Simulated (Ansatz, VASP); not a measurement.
# One calculation of B3F2, two programs

```xyz
5
Lattice="3.5409 0.0000 0.0000 -1.7704 3.0665 0.0000 0.0000 0.0000 4.9861" Properties=species:S:1:pos:R:3 pbc="T T T"
B     2.4383    0.0000    2.0307
B     0.5513    0.9549    2.0307
B    -1.2191    2.1116    2.0307
F     1.7704    1.0222    3.3714
F     0.0000    2.0443    3.3714
```

Alike in both runs: functional PBE; k mesh 12 × 12 × 8; occupations gaussian, width 0.1 eV; no spin polarisation.

Ansatz relaxed the structure, and its values are those at the end. VASP's run is a single point on that final structure, the one shown.

```csv
,VASP,Ansatz
version,VASP 6.6.1,Ansatz 0.2.0
potentials or method,"VASP PAW PBE potentials, release 64 (B, F), cutoff 520 eV","scalar-relativistic, plane waves, PAW"
valence electrons in the cell,23,23
```

Ansatz gave:

```
gap on the k mesh at the Fermi level (eV) : none
pressure (GPa)                            : 0.0
rms of the force components (eV/Å)        : 0.000
```

Q: Which values does VASP return?

A: gap on the k mesh at the Fermi level (eV): none; pressure (GPa): 0.0; rms of the force components (eV/Å): 0.026.

A gap of «none» marks a metal or a gap that the smearing closes.
